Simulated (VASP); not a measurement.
Input of a VASP 6.6.1 run:

File INCAR:

```
ALGO = Normal
EDIFF = 1E-6
ENCUT = 520
GGA = PS
ISIF = 2
ISMEAR = 0
LASPH = T
LCHARG = F
LREAL = F
LWAVE = F
NBANDS = 15
NELM = 60
PREC = Accurate
SIGMA = 0.15
```

File KPOINTS:

```
k-points
0
Gamma
  18 18 18
```

Contents of POSCAR:

```
TaN
1.0
    0.0000000000      2.2879500000      2.2879500000
    2.2879500000      0.0000000000      2.2879500000
    2.2879500000      2.2879500000      0.0000000000
Ta N
1 1
Direct
    0.5000000000      0.5000000000      0.5000000000
    0.0000000000      0.0000000000      0.0000000000
```

Potentials or basis: VASP PAW PBE potentials, release 64 (Ta_pv, N).

Command:

```console
$ cat potpaw_PBE.64/Ta_pv/POTCAR potpaw_PBE.64/N/POTCAR > POTCAR
$ mpirun -np 1 vasp_std > vasp.out
```

Problem. What does it give for the pressure?

Solution. -35.0 GPa.

Problem. What does it give for the band gap on the k mesh?

Solution. Zero (band 8 reaches 9.63 eV, above the bottom of band 9 at 6.25 eV).

Caveat: the cell differs from its parent crystal (strain +0.050 along x and y, +0.050 along z); the PAW data sets were made with another functional, which shifts forces and pressure a little; spin-orbit coupling is left out, which moves the levels of the heavy elements.
